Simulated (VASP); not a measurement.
# PbO3 (ReO3 type) (Pm-3m) in VASP: further runs

PbO3 (ReO3 type) is run at these levels: PBE; tasks: single point.

Program: VASP 6.6.1. These are calculated values, not measurements. Logs are shortened: lines on timing, memory, paths and dates and some standing lists are left out, and cuts for length are marked.

**1. The cell of the first run**

The structure is cubic, space group Pm-3m (No. 221). The conventional cell has a = 4.296 Å, b = 4.296 Å, c = 4.296 Å, α = 90.00°, β = 90.00°, γ = 90.00°. Within 2.8 Å of Pb (site symmetry m-3m) lie 6 O at 2.15 Å. Within 2.8 Å of O (site symmetry 4/mmm) lie 2 Pb at 2.15 Å.

**2. Single point, PBE**

Input file INCAR:

```
SYSTEM = PbO3
PREC = Accurate
ENCUT = 520
EDIFF = 1E-6
ISMEAR = -1
SIGMA = 0.06122561905347299
LREAL = .False.
LASPH = .True.
NELM = 60
ALGO = Normal
ISIF = 2
LWAVE = .False.
LCHARG = .True.
GGA = PE
LELF = .True.
LVHAR = .True.
NBANDS = 24
```

Input file KPOINTS:

```
regular mesh
0
Gamma
  9 9 9
  0 0 0
```

Input file POSCAR:

```
PbO3
1.0
    4.2962269940      0.0000000000      0.0000000000
    0.0000000000      4.2962269940      0.0000000000
    0.0000000000      0.0000000000      4.2962269940
Pb O
1 3
Direct
    0.0000000000      0.0000000000      0.0000000000
    0.5000000000      0.0000000000      0.0000000000
    0.0000000000      0.5000000000      0.0000000000
    0.0000000000      0.0000000000      0.5000000000
```

Potentials or basis: VASP PAW PBE potentials, release 64 (Pb_d, O).

On the command line:

```console
$ cat potpaw_PBE.64/Pb_d/POTCAR potpaw_PBE.64/O/POTCAR > POTCAR
$ mpirun -np 1 vasp_std > vasp.out
```

OUTCAR:

```text
SYSTEM = PbO3
   PREC = Accurate
   ENCUT = 520
   EDIFF = 1E-6
   ISMEAR = -1
   LREAL = .False.
   LASPH = .True.
   NELM = 60
   ISIF = 2
   GGA = PE

 ion  position               nearest neighbor table
   1  0.000  0.000  0.000-   2 2.15   3 2.15   4 2.15   4 2.15   3 2.15   2 2.15
   2  0.500  0.000  0.000-   1 2.15   1 2.15
   3  0.000  0.500  0.000-   1 2.15   1 2.15
   4  0.000  0.000  0.500-   1 2.15   1 2.15

  LATTYP: Found a simple cubic cell.
 ALAT       =     4.2962269940

  Lattice vectors:

 A1 = (   4.2962269940,   0.0000000000,   0.0000000000)
 A2 = (   0.0000000000,   4.2962269940,   0.0000000000)
 A3 = (   0.0000000000,   0.0000000000,   4.2962269940)

Analysis of symmetry for initial positions (statically):
=====================================================================
 Subroutine PRICEL returns:
 Original cell was already a primitive cell.

 Routine SETGRP: Setting up the symmetry group for a
 simple cubic supercell.

 Subroutine GETGRP returns: Found 48 space group operations
 (whereof 48 operations were pure point group operations)
 out of a pool of 48 trial point group operations.

The static configuration has the point symmetry O_h .

Analysis of symmetry for dynamics (positions and initial velocities):
=====================================================================
 Subroutine PRICEL returns:
 Original cell was already a primitive cell.

 Routine SETGRP: Setting up the symmetry group for a
 simple cubic supercell.

 Subroutine GETGRP returns: Found 48 space group operations
 (whereof 48 operations were pure point group operations)
 out of a pool of 48 trial point group operations.

The dynamic configuration has the point symmetry O_h .

 Subroutine INISYM returns: Found 48 space group operations
 (whereof 48 operations are pure point group operations),
 and found     1 'primitive' translations

----------------------------------------------------------------------------------------

                                     Primitive cell

  volume of cell :      79.2979

  direct lattice vectors                    reciprocal lattice vectors
     4.296226994  0.000000000  0.000000000     0.232762375  0.000000000  0.000000000
     0.000000000  4.296226994  0.000000000     0.000000000  0.232762375  0.000000000
     0.000000000  0.000000000  4.296226994     0.000000000  0.000000000  0.232762375

  length of vectors
     4.296226994  4.296226994  4.296226994     0.232762375  0.232762375  0.232762375

  position of ions in fractional coordinates (direct lattice)
     0.000000000  0.000000000  0.000000000
     0.500000000  0.000000000  0.000000000
     0.000000000  0.500000000  0.000000000
     0.000000000  0.000000000  0.500000000

  ion indices of the primitive-cell ions
   primitive index   ion index
                 1           1
                 2           2
                 3           3
                 4           4

----------------------------------------------------------------------------------------

 KPOINTS: regular mesh

Automatic generation of k-mesh.
 Grid dimensions read from file:
 generate k-points for:    9    9    9

 Generating k-lattice:

  Cartesian coordinates                     Fractional coordinates (reciprocal lattice)
     0.025862486  0.000000000  0.000000000     0.111111111  0.000000000  0.000000000
     0.000000000  0.025862486  0.000000000     0.000000000  0.111111111  0.000000000
     0.000000000  0.000000000  0.025862486     0.000000000  0.000000000  0.111111111

  Length of vectors
     0.025862486  0.025862486  0.025862486

  Shift w.r.t. Gamma in fractional coordinates (k-lattice)
     0.000000000  0.000000000  0.000000000

 Subroutine IBZKPT returns following result:
 ===========================================

 Found     35 irreducible k-points:

 Following reciprocal coordinates:
            Coordinates               Weight
  0.000000  0.000000  0.000000      1.000000
  0.111111  0.000000  0.000000      6.000000
  0.222222  0.000000  0.000000      6.000000
  0.333333  0.000000  0.000000      6.000000
  0.444444  0.000000  0.000000      6.000000
  0.111111  0.111111  0.000000     12.000000
[... 16 lines left out ...]
  0.333333  0.333333  0.111111     24.000000
  0.444444  0.333333  0.111111     48.000000
 [... further k-points ...]
   k-points           NKPTS =     35   k-points in BZ     NKDIM =     35   number of bands    NBANDS=     24
   number of dos      NEDOS =    301   number of ions     NIONS =      4
   total plane-waves  NPLWV =  32768
   dimension x,y,z NGX =    32 NGY =   32 NGZ =   32
   dimension x,y,z NGXF=    64 NGYF=   64 NGZF=   64
   ions per type =               1   3
   NGX,Y,Z   is equivalent  to a cutoff of  12.38, 12.38, 12.38 a.u.
   NGXF,Y,Z  is equivalent  to a cutoff of  24.77, 24.77, 24.77 a.u.
 SYSTEM =  PbO3
   PREC   = accura    normal or accurate (medium, high low for compatibility)
   ISTART =      0    job   : 0-new  1-cont  2-samecut
   ICHARG =      2    charge: 1-file 2-atom 10-const
   ISPIN  =      1    spin polarized calculation?
   LNONCOLLINEAR =      F non collinear calculations
   LSORBIT =      F    spin-orbit coupling
   LASPH  =      T    aspherical Exc in radial PAW
   ENCUT  =  520.0 eV  38.22 Ry    6.18 a.u.   7.99  7.99  7.99*2*pi/ulx,y,z
   NELM   =     60;   NELMIN=  2; NELMDL= -5     # of ELM steps
   EDIFF  = 0.1E-05   stopping-criterion for ELM
   LREAL  =      F    real-space projection
   EDIFFG = 0.1E-04   stopping-criterion for IOM
   NSW    =      0    number of steps for IOM
   IBRION =     -1    ionic relax: 0-MD 1-quasi-New 2-CG
   NFREE  =      0    steps in history (QN), initial steepest desc. (CG)
   ISIF   =      2    stress and relaxation
   ISYM   =      2    0-nonsym 1-usesym 2-fastsym
   POTIM  = 0.5000    time-step for ionic-motion
   TEBEG  =    0.0;   TEEND  =   0.0 temperature during run
   PSTRESS=    0.0 pullay stress
   NELECT =      32.0000    total number of electrons
   NUPDOWN=      -1.0000    fix difference up-down
   EMIN   =  10.00;   EMAX   =-10.00  energy-range for DOS
   EFERMI =   0.00;   METHOD = LEGACY
   ISMEAR =    -1;   SIGMA  =   0.06  broadening in eV -4-tet -1-fermi 0-gaus
   EFERMI_NEDOS =   21; number of points for ismear=-14 and -15
   IALGO  =     38    algorithm
   IMIX   =      4    mixing-type and parameters
     AMIX     =   0.40;   BMIX     =  1.00
     AMIX_MAG =   1.60;   BMIX_MAG =  1.00
  volume/ion in A,a.u.               =      19.82       133.78
  Fermi-wavevector in a.u.,A,eV,Ry     =   1.209774  2.286141 19.912851  1.463553
  Thomas-Fermi vector in A             =   2.345341
   LORBIT       =      0    0 simple, 1 ext, 2 COOP (PROOUT), +10 PAW based schemes
   GGA     = PE    functional components
   LHFCALC =     F    Hartree Fock is set to
   AEXX    =    0.0000 exact exchange contribution
   IVDW    =     0    specifies the selected vdW correction
   LEPSILON=     F    determine dielectric tensor
   LRPA    =     F    only Hartree local field effects (RPA)
 non-spin polarized calculation
  energy-cutoff  :      520.00
  volume of cell :       79.30
 maximum number of plane-waves:      2158
 NGX is ok and might be reduce to    32
   NGX = 15   NGY = 15   NGZ = 15

 number of electron      31.9999993 magnetization

 Free energy of the ion-electron system (eV)
  ---------------------------------------------------
  ext. energy  EPLUGINS =         0.00000000
  ---------------------------------------------------
  free energy    TOTEN  =       -17.07625406 eV

  energy without entropy =      -16.97842364  energy(sigma->0) =      -17.02733885

 E-fermi :  -1.0461     XC(G=0):  -8.1217

 val. band max:       -1.0571682696   @ k =   0.4444   0.4444   0.0000
 cond. band min:      -1.0451579354   @ k =   0.4444   0.4444   0.1111
 fundamental gap:      0.0120103343
 Fermi energy:        -1.0461257394

 k-point     1 :       0.0000    0.0000    0.0000
  band No.  band energies     occupation
      1     -18.3891      2.00000
      2     -18.3891      2.00000
      3     -18.1551      2.00000
      4     -15.6462      2.00000
      5     -15.6462      2.00000
      6     -15.6462      2.00000
[... 16 lines left out ...]
     23      12.5963      0.00000
     24      12.5963      0.00000

 k-point     2 :       0.1111    0.0000    0.0000
  band No.  band energies     occupation
      1     -18.3887      2.00000
      2     -18.3420      2.00000
      3     -18.1098      2.00000
      4     -15.6500      2.00000
      5     -15.6500      2.00000
      6     -15.6461      2.00000
[... 16 lines left out ...]
     23      12.7241      0.00000
     24      12.8767      0.00000

 k-point     3 :       0.2222    0.0000    0.0000
  band No.  band energies     occupation
      1     -18.3874      2.00000
      2     -18.2824      2.00000
      3     -17.9017      2.00000
      4     -15.6594      2.00000
      5     -15.6594      2.00000
      6     -15.6459      2.00000
[... 16 lines left out ...]
     23      12.9334      0.00000
     24      13.0715      0.00000

 k-point     4 :       0.3333    0.0000    0.0000
  band No.  band energies     occupation
      1     -18.3859      2.00000
      2     -18.2604      2.00000
      3     -17.5222      2.00000
      4     -15.6702      2.00000
      5     -15.6702      2.00000
      6     -15.6457      2.00000
[... 16 lines left out ...]
     23      12.1865      0.00000
     24      13.5227      0.00000

 k-point     5 :       0.4444    0.0000    0.0000
  band No.  band energies     occupation
      1     -18.3849      2.00000
      2     -18.2530      2.00000
      3     -17.1338      2.00000
      4     -15.6771      2.00000
      5     -15.6771      2.00000
      6     -15.6455      2.00000
[... 451 lines left out ...]
 k-point    22 :       0.4444    0.2222    0.1111
  band No.  band energies     occupation
      1     -18.2486      2.00000
      2     -17.9439      2.00000
      3     -17.1274      2.00000
      4     -15.6912      2.00000
      5     -15.6808      2.00000
      6     -15.6626      2.00000
[... 16 lines left out ...]
     23      11.5289      0.00000
     24      12.6943      0.00000

 k-point    23 :       0.3333    0.3333    0.1111
  band No.  band energies     occupation
      1     -18.2402      2.00000
      2     -17.6464      2.00000
      3     -17.4304      2.00000
      4     -15.6953      2.00000
      5     -15.6735      2.00000
      6     -15.6734      2.00000
[... 16 lines left out ...]
     23      11.8955      0.00000
     24      12.6637      0.00000

 k-point    24 :       0.4444    0.3333    0.1111
  band No.  band energies     occupation
      1     -18.2367      2.00000
      2     -17.5568      2.00000
      3     -17.1226      2.00000
      4     -15.7028      2.00000
      5     -15.6943      2.00000
      6     -15.6804      2.00000
[... 16 lines left out ...]
     23      11.9367      0.00000
     24      12.5536      0.00000

 [... further k-points ...]

------------------------ aborting loop because EDIFF is reached ----------------------------------------

  FORCE on cell =-STRESS in cart. coord.  units (eV):
  Direction    XX          YY          ZZ          XY          YZ          ZX
  --------------------------------------------------------------------------------------
  -------------------------------------------------------------------------------------
  Total        0.0018353      0.0018353      0.0018353     -0.0000000     -0.0000000     -0.0000000
  in kB        0.0370822      0.0370822      0.0370822     -0.0000000     -0.0000000     -0.0000000
  external PRESSURE =       0.0370822 kB  Pullay stress =       0.0000000 kB

 VOLUME and BASIS-vectors are now :
 -----------------------------------------------------------------------------
  energy-cutoff  :      520.00
  volume of cell :       79.30
      direct lattice vectors                 reciprocal lattice vectors
     4.296226994  0.000000000  0.000000000     0.232762375  0.000000000  0.000000000
     0.000000000  4.296226994  0.000000000     0.000000000  0.232762375  0.000000000
     0.000000000  0.000000000  4.296226994     0.000000000  0.000000000  0.232762375

 POSITION                                       TOTAL-FORCE (eV/Angst)
 -----------------------------------------------------------------------------------
      0.00000      0.00000      0.00000         0.000000      0.000000      0.000000
      2.14811      0.00000      0.00000         0.000000      0.000000      0.000000
      0.00000      2.14811      0.00000         0.000000      0.000000      0.000000
      0.00000      0.00000      2.14811         0.000000      0.000000      0.000000
 -----------------------------------------------------------------------------------
    total drift:                                0.000000      0.000000     -0.000000

  FREE ENERGIE OF THE ION-ELECTRON SYSTEM (eV)
  ---------------------------------------------------
  free  energy   TOTEN  =       -17.0762540558 eV

  energy  without entropy=      -16.9784236439  energy(sigma->0) =      -17.02733885
```

Run time: 79 s. Hardware: 1 thread of Intel Xeon 8259CL, shared host; peak memory 0.21 GiB.

Results:

| Quantity | Value |
| --- | --- |
| Free energy | -17.0763 eV |
| Pressure | 0.0 GPa |
| Band gap on the k mesh | zero (bands 16 and 17 overlap by 0.66 eV) |

Levels at points of the mesh, in eV from the Fermi level:
```tsv
k point	band 14	band 15	band 16	band 17	band 18	band 19
(0.00, 0.00, 0.00)	-0.40	-0.40	-0.30	-0.30	-0.30	7.83
```

Caveat: semilocal functionals underestimate gaps, and a narrow one can read as zero; spin-orbit coupling is left out, which moves the levels of the heavy elements.

**3. Single point, PBE**

This run uses another cell than the first one, of 20.22 Å³/atom.

Input file INCAR:

```
SYSTEM = PbO3
ALGO = Normal
EDIFF = 1E-7
ENCUT = 520
GGA = PE
ISIF = 2
ISMEAR = -1
LASPH = .TRUE.
LCHARG = .FALSE.
LREAL = .FALSE.
LWAVE = .FALSE.
NBANDS = 24
NELM = 60
PREC = Accurate
SIGMA = 0.06122561905347299
```

Input file KPOINTS:

```
k-points
0
G
  9 9 9
  0 0 0
```

Input file POSCAR:

```
PbO3
1.0
    4.3246796576      0.0000000000      0.0000000000
    0.0000000000      4.3246796576      0.0000000000
    0.0000000000      0.0000000000      4.3246796576
Pb O
1 3
Direct
    0.0000000000      0.0000000000      0.0000000000
    0.5000000000      0.0000000000      0.0000000000
    0.0000000000      0.5000000000      0.0000000000
    0.0000000000      0.0000000000      0.5000000000
```

Potentials or basis: VASP PAW PBE potentials, release 64 (Pb_d, O).

On the command line:

```console
$ cat potpaw_PBE.64/Pb_d/POTCAR potpaw_PBE.64/O/POTCAR > POTCAR
$ mpirun -np 1 vasp_std > vasp.out
```

Run time: 68 s. Hardware: 1 thread of Intel Xeon 8259CL, shared host; peak memory 0.21 GiB.

It converged, with:

```yaml
Free_energy: -17.0722 eV
Pressure: -1.1 GPa
Band_gap_on_the_k_mesh: zero (bands 16 and 17 overlap by 0.64 eV)
```

Levels at points of the mesh, in eV from the Fermi level:
| k point | band 13 | band 14 | band 15 | band 16 | band 17 | band 18 | band 19 | band 20 |
| --- | --- | --- | --- | --- | --- | --- | --- | --- |
| (0.00, 0.00, 0.00) | -0.38 | -0.38 | -0.38 | -0.28 | -0.28 | -0.28 | 7.81 | 12.35 |

Caveat: semilocal functionals underestimate gaps, and a narrow one can read as zero; spin-orbit coupling is left out, which moves the levels of the heavy elements.
